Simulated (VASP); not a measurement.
Set up this calculation in VASP 6.6.1, as the native input.

```
Task                   : single point
Functional             : PBEsol
Potentials or basis    : VASP PAW PBE potentials, release 64 (K_sv, I)
Cutoff                 : 520 eV
k mesh                 : 6 × 6 × 6
Occupations            : gaussian, width 0.01 eV
Spin                   : no spin polarisation
Dipole correction      : no
Further INCAR settings : ALGO = Normal; EDIFF = 1e-07; NBANDS = 15
```

The structure of KI lies in POSCAR:

```
KI
1.0
    4.4027061915      0.0000000000      0.0000000000
    0.0000000000      4.4027061915      0.0000000000
    0.0000000000      0.0000000000      4.4027061915
K I
1 1
Direct
    0.0000000000      0.0000000000      0.0000000000
    0.5000000000      0.5000000000      0.5000000000
```

The input as run:

INCAR

```
SYSTEM = KI
PREC = Accurate ; ENCUT = 520
EDIFF = 1E-7 ; ISMEAR = 0
SIGMA = 0.01 ; LREAL = .FALSE.
LASPH = .TRUE. ; NELM = 60
ALGO = Normal ; ISIF = 2
LWAVE = .FALSE. ; LCHARG = .FALSE.
GGA = PS ; NBANDS = 15
```

KPOINTS

```
Automatic mesh
0
G
  6 6 6
  0 0 0
```

Potentials or basis: VASP PAW PBE potentials, release 64 (K_sv, I).

Run with:

```console
$ cat potpaw_PBE.64/K_sv/POTCAR potpaw_PBE.64/I/POTCAR > POTCAR
$ mpirun -np 1 vasp_std > vasp.out
```

Results of the run:

- Pressure: -1.3 GPa
- Band gap on the k mesh: 3.02 eV (least direct gap 3.34 eV)

Caveat: the PAW data sets were made with another functional, which shifts forces and pressure a little; spin-orbit coupling is left out, which moves the levels of the heavy elements.

It took 36 s on 1 thread of Intel Xeon 8259CL, on a shared host, peak memory 0.21 GiB.
